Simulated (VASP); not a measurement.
Wanted: the native input for a VASP 6.6.1 run.

| Item | Value |
| --- | --- |
| Task | single point |
| Functional | LDA |
| Potentials or basis | VASP PAW LDA potentials, release 64 (Hf_pv, N) |
| Cutoff | 520 eV |
| k mesh | 16 × 16 × 16 |
| Occupations | gaussian, width 0.15 eV |
| Spin | no spin polarisation |
| Dipole correction | no |
| Further INCAR settings | ALGO = Normal; EDIFF = 1e-07; NBANDS = 14 |

The structure of HfN lies in POSCAR:

```
HfN
1.0
    0.0000000000      2.3934514500      2.4548220000
    2.3934514500      0.0000000000      2.4548220000
    2.3934514500      2.3934514500      0.0000000000
Hf N
1 1
Direct
    0.0000000000      0.0000000000      0.0000000000
    0.7500000000      0.7500000000      0.7500000000
```

This cell differs from its parent crystal: strain -0.025 along x and y, +0.000 along z.

These files were run (other wordings do the same):

INCAR

```
PREC = Accurate
ENCUT = 520
EDIFF = 1E-7
ISMEAR = 0
SIGMA = 0.15
LREAL = F
LASPH = T
NELM = 60
ALGO = Normal
ISIF = 2
LWAVE = F
LCHARG = T
LELF = T
LVHAR = T
NBANDS = 14
```

KPOINTS

```
Automatic mesh
0
Gamma
  16 16 16
```

Potentials or basis: VASP PAW LDA potentials, release 64 (Hf_pv, N).

Command:

```bash
$ cat potpaw_LDA.64/Hf_pv/POTCAR potpaw_LDA.64/N/POTCAR > POTCAR
$ mpirun -np 1 vasp_std > vasp.out
```

It gave:

```
Pressure               : 0.0 GPa
Band gap on the k mesh : zero (an odd number of electrons rules out a gap without spin polarisation)
```

Caveat: the cell differs from its parent crystal (strain -0.025 along x and y, +0.000 along z); spin-orbit coupling is left out, which moves the levels of the heavy elements.

It took 3.7 min on 1 thread of Intel Xeon 8259CL, on a shared host, peak memory 0.26 GiB.
